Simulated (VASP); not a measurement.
Here is a VASP 6.6.1 calculation.

File INCAR:

```
SYSTEM = Al2Cu
PREC = Accurate
ENCUT = 520
EDIFF = 1E-7
ISMEAR = 0
SIGMA = 0.15
LREAL = .FALSE.
LASPH = .TRUE.
NELM = 80
ALGO = Fast
ISIF = 2
LWAVE = .FALSE.
LCHARG = .FALSE.
NBANDS = 16
```

File KPOINTS:

```
Automatic mesh
0
G
  14 14 18
  0 0 0
```

Contents of POSCAR:

```
Al2Cu
1.0
    4.0425045047      0.0000000000      0.0000000000
    0.0000000000      4.0425045047      0.0000000000
    0.0000000000      0.0000000000      2.8219643188
Al Cu
2 1
Direct
    0.5000000000      0.0000000000      0.5000000000
    0.0000000000      0.5000000000      0.5000000000
    0.0000000000      0.0000000000      0.0000000000
```

Potentials or basis: VASP PAW LDA potentials, release 64 (Al, Cu).

The run is started by

```sh
$ cat potpaw_LDA.64/Al/POTCAR potpaw_LDA.64/Cu/POTCAR > POTCAR
$ mpirun -np 1 vasp_std > vasp.out
```

Question: Estimate the pressure.

Answer: 0.3 GPa.

Stress tensor (GPa, compression positive):
```
0.38 0.00 0.00
0.00 0.38 0.00
0.00 0.00 0.17
```
